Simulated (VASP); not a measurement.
# Sn: single point with BLYP

The system is Sn.

```
CELL_PARAMETERS angstrom
0.00000 3.16734 3.16734
3.16734 0.00000 3.16734
3.16734 3.16734 0.00000
ATOMIC_POSITIONS crystal
Sn 0.75000 0.75000 0.75000
Sn 0.50000 0.50000 0.50000
```

| Property | Result |
| --- | --- |
| Program | VASP 6.6.1 |
| Task | single point |
| Functional | BLYP |
| Potentials or basis | VASP PAW PBE potentials, release 64 (Sn_d) |
| Cutoff | 520 eV |
| k mesh | 7 × 7 × 7 |
| Occupations | fermi-dirac, width 0.05 eV |
| Spin | no spin polarisation |

| Item | Value |
| --- | --- |
| Pressure | 10.6 GPa |
| Band gap on the k mesh | zero (filled and empty bands touch) |

Levels at points of the mesh, in eV from the Fermi level:
```
           k point  band 11  band 12  band 13  band 14  band 15  band 16  band 17  band 18
(0.00, 0.00, 0.00)   -11.20    -0.35     0.03     0.03     0.03     2.11     2.11     2.11
```

Run time: 26 s on 1 thread of Intel(R) Xeon(R) 6975P-C (Granite Rapids), on a shared host, peak memory 0.2 GiB.

Caveat: the PAW data sets were made with another functional, which shifts forces and pressure a little; spin-orbit coupling is left out, which moves the levels of the heavy elements.
